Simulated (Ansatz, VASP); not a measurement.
# W2N: VASP beside Ansatz

```
CELL_PARAMETERS angstrom
2.94259 0.00000 0.00000
-1.47129 2.54836 0.00000
0.00000 0.00000 17.88798
ATOMIC_POSITIONS crystal
W 0.00000 0.00000 0.07593
W 0.00000 0.00000 0.92407
W 0.33333 0.66667 0.26252
W 0.66667 0.33333 0.73748
W 0.33333 0.66667 0.41761
W 0.66667 0.33333 0.58239
N 0.00000 0.00000 0.50000
N 0.33333 0.66667 0.15068
N 0.66667 0.33333 0.84932
```

Change from the starting cell: strain +0.050 along x and y, +0.025 along z, atoms carried along.

Alike in both runs: task single point; functional PBEsol; k mesh 18 × 18 × 4; occupations gaussian, width 0.15 eV; no spin polarisation.

|  | VASP | Ansatz |
| --- | --- | --- |
| version | VASP 6.6.1 | Ansatz 0.2.0 |
| potentials or method | VASP PAW PBE potentials, release 64 (W_sv, N), cutoff 520 eV | scalar-relativistic, plane waves, PAW |
| valence electrons in the cell | 99 | 99 |

VASP gave:

| Item | Value |
| --- | --- |
| gap on the k mesh at the Fermi level (eV) | none |
| pressure (GPa) | -27.2 |
| traceless stress, the component that is largest in VASP (GPa) | 1.33 |
| rms of the force components (eV/Å) | 0.373 |

**Question.** Estimate Ansatz's values.

**Answer.** gap on the k mesh at the Fermi level (eV): none; pressure (GPa): -27.8; traceless stress, the component that is largest in VASP (GPa): 1.08; rms of the force components (eV/Å): 0.398.

VASP's potentials were made for PBE, not for PBEsol. Atom by atom the forces differ by 0.028 eV/Å (rms over components). A gap of «none» marks a metal or a gap that the smearing closes. The functional is the same, so the differences come from potentials, cutoffs and numerics.

Neither program's run includes spin-orbit coupling.
